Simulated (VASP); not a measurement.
Input of a VASP 6.6.1 run:

Contents of INCAR:

```
  ALGO = Normal
  EDIFF = 1E-7
  EDIFFG = -0.005
  ENCUT = 600
  GGA = CA
  IBRION = 2
  ISIF = 3
  ISMEAR = -1
  LASPH = True
  LCHARG = False
  LREAL = False
  LWAVE = False
  NELM = 100
  NSW = 32
  PREC = Accurate
  PSTRESS = 120.0
  SIGMA = 0.1
```

The input KPOINTS:

```
k-points
0
Gamma
  12 12 12
```

POSCAR

```
Mg
1.0
    0.0000000000      2.9088515172      2.9088515172
    2.9088515172      0.0000000000      2.9088515172
    2.9088515172      2.9088515172      0.0000000000
Mg
2
Direct
   -0.1250000000     -0.1250000000     -0.1250000000
    0.1250000000      0.1250000000      0.1250000000
```

Potentials or basis: VASP PAW LDA potentials, release 64 (Mg).

Run with:

```console
$ cat potpaw_LDA.64/Mg/POTCAR > POTCAR
$ mpirun -np 1 vasp_std > vasp.out
```

**Question.** Predict the band gap on the k mesh.

**Answer.** Zero (bands 2 and 3 overlap by 5.62 eV).

**Question.** What does it give for the relaxed volume?

**Answer.** 24.58 Å³/atom.

**Question.** Predict the relaxed cell.

**Answer.** a = 4.112 Å, b = 4.112 Å, c = 4.112 Å, α = 60.00°, β = 60.00°, γ = 60.00°.

Final structure:
```
CELL_PARAMETERS angstrom
0.00000 2.90754 2.90754
2.90754 0.00000 2.90754
2.90754 2.90754 0.00000
ATOMIC_POSITIONS crystal
Mg 0.87500 0.87500 0.87500
Mg 0.12500 0.12500 0.12500
```

Caveat: the cell is relaxed towards a set pressure, so the run minimises the enthalpy, not the energy.
